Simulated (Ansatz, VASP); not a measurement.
## Two plane-wave programs on Ga

```
CELL_PARAMETERS angstrom
3.07133 0.00000 0.00000
-1.53566 2.65985 0.00000
0.00000 0.00000 10.02938
ATOMIC_POSITIONS crystal
Ga 0.00000 0.00000 0.00000
Ga 0.00000 0.00000 0.50000
Ga 0.33333 0.66667 0.25000
Ga 0.66667 0.33333 0.75000
```

Alike in both runs: task single point; functional RPBE; k mesh 13 × 13 × 4; occupations fermi-dirac, width 0.1 eV; no spin polarisation.

|  | VASP | Ansatz |
| --- | --- | --- |
| version | VASP 6.6.1 | Ansatz 0.2.0 |
| potentials or method | VASP PAW PBE potentials, release 64 (Ga_d), cutoff 520 eV | plane waves (420 eV) with PAW, scalar-relativistic |
| valence electrons in the cell | 52 | 52 |

Ansatz gave:

| Property | Result |
| --- | --- |
| pressure (GPa) | -1.5 |
| traceless stress, the component that is largest in VASP (GPa) | 0.13 |

Question: Which values does VASP return?

Answer: Pressure (GPa): -1.4; traceless stress, the component that is largest in VASP (GPa): 0.13.

VASP's potentials were made for PBE, not for RPBE.
